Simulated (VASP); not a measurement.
A run of VASP 6.6.1:

INCAR

```
  PREC = Accurate
  ENCUT = 600
  EDIFF = 1E-6
  ISMEAR = 0
  SIGMA = 0.1
  LREAL = False
  LASPH = True
  NELM = 60
  ALGO = Normal
  ISIF = 3
  LWAVE = False
  LCHARG = False
  GGA = PE
  IBRION = 2
  NSW = 100
  EDIFFG = -0.01
```

Contents of KPOINTS:

```
Automatic mesh
0
Gamma
  8 8 8
```

POSCAR

```
Zr5N
1.0
    0.0000000000      4.4540946936      4.4540946936
    4.4540946936      0.0000000000      4.4540946936
    4.4540946936      4.4540946936      0.0000000000
Zr N
5 1
Direct
    0.2500000000      0.2500000000      0.2500000000
    0.8826032135      0.3521903594      0.8826032135
    0.8826032135      0.8826032135      0.8826032135
    0.3521903594      0.8826032135      0.8826032135
    0.8826032135      0.8826032135      0.3521903594
    0.7500000000      0.7500000000      0.7500000000
```

Potentials or basis: VASP PAW PBE potentials, release 64 (Zr_sv, N).

Command:

```console
$ cat potpaw_PBE.64/Zr_sv/POTCAR potpaw_PBE.64/N/POTCAR > POTCAR
$ mpirun -np 1 vasp_std > vasp.out
```

Hardware: 1 thread of Intel(R) Xeon(R) 6975P-C (Granite Rapids), on a shared host.

Task: Estimate the wall time of this run.

Result: Run time: 7.2 min on 1 thread of Intel(R) Xeon(R) 6975P-C (Granite Rapids) (shared host), peak memory 0.47 GiB. Counts: scf iterations 33, k points 29, ion steps 3.
